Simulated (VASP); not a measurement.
## C2TeH6: single point with PBE+D3(BJ)

System: C2TeH6, in a box.

```
CELL_PARAMETERS angstrom
15.71628 0.00000 0.00000
0.00000 14.50000 0.00000
0.00000 0.00000 15.00000
ATOMIC_POSITIONS crystal
C 0.59324 0.54879 0.52563
C 0.40448 0.48514 0.48629
Te 0.50185 0.56387 0.41916
H 0.60767 0.47571 0.53546
H 0.65091 0.58551 0.50527
H 0.56786 0.57954 0.58669
H 0.42710 0.41481 0.49783
H 0.34890 0.48372 0.44229
H 0.38782 0.51881 0.54918
```

| Property | Result |
| --- | --- |
| Program | VASP 6.6.1 |
| Task | single point |
| Functional | PBE |
| Dispersion | D3(BJ) |
| Potentials or basis | VASP PAW PBE potentials, release 64 (C, Te, H) |
| Cutoff | 520 eV |
| k mesh | 1 × 1 × 1 |
| Occupations | gaussian, width 0.005 eV |
| Spin | no spin polarisation |

| Quantity | Value |
| --- | --- |
| Largest force | 0.050 eV/Å |
| Gap between the frontier levels | 3.28 eV |
| Dispersion energy per atom | -0.019 eV |

Forces on the atoms (eV/Å):
```
C   -0.007 -0.003  0.018
C   -0.009 -0.006  0.014
Te   0.007  0.025 -0.043
H    0.003 -0.028  0.005
H    0.019  0.016 -0.015
H   -0.008  0.006  0.014
H    0.012 -0.024  0.005
H   -0.013  0.003 -0.016
H   -0.003  0.010  0.018
```

Levels at points of the mesh, in eV from the valence-band top:
```tsv
k point	band 8	band 9	band 10	band 11	band 12	band 13
(0.00, 0.00, 0.00)	-3.31	-2.48	0.00	3.28	3.89	4.23
```

Run time: 7.5 min on 1 thread of Intel(R) Xeon(R) Platinum 8488C (Sapphire Rapids) (shared host), peak memory 2.1 GiB.

Caveat: spin-orbit coupling is left out, which moves the levels of the heavy elements.
